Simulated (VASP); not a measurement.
The system is W.

```
CELL_PARAMETERS angstrom
2.62200 0.00000 0.00000
0.00000 2.62200 0.00000
0.00000 0.00000 2.62200
ATOMIC_POSITIONS crystal
W 0.00000 0.00000 0.00000
```

Base run:

| Property | Result |
| --- | --- |
| Program | VASP 6.6.1 |
| Functional | r2SCAN |
| Potentials or basis | VASP PAW PBE potentials, release 64 (W_sv) |
| Cutoff | 520 eV |
| k mesh | 20 × 20 × 20 |
| Occupations | fermi-dirac, width 0.1 eV |
| Spin | no spin polarisation |

Its results: band gap on the k mesh zero (band 7 reaches 11.53 eV, above the bottom of band 8 at 8.27 eV); pressure 1.3 GPa.

**Question.** The run is repeated on the same cell with these changes: k mesh from 20 × 20 × 20 to 13 × 13 × 13. What comes out?

**Answer.** Band gap on the k mesh zero (band 7 reaches 11.56 eV, above the bottom of band 8 at 8.77 eV); pressure 0.5 GPa.

Caveats: the PAW data sets were made with another functional, which shifts forces and pressure a little; spin-orbit coupling is left out, which moves the levels of the heavy elements.
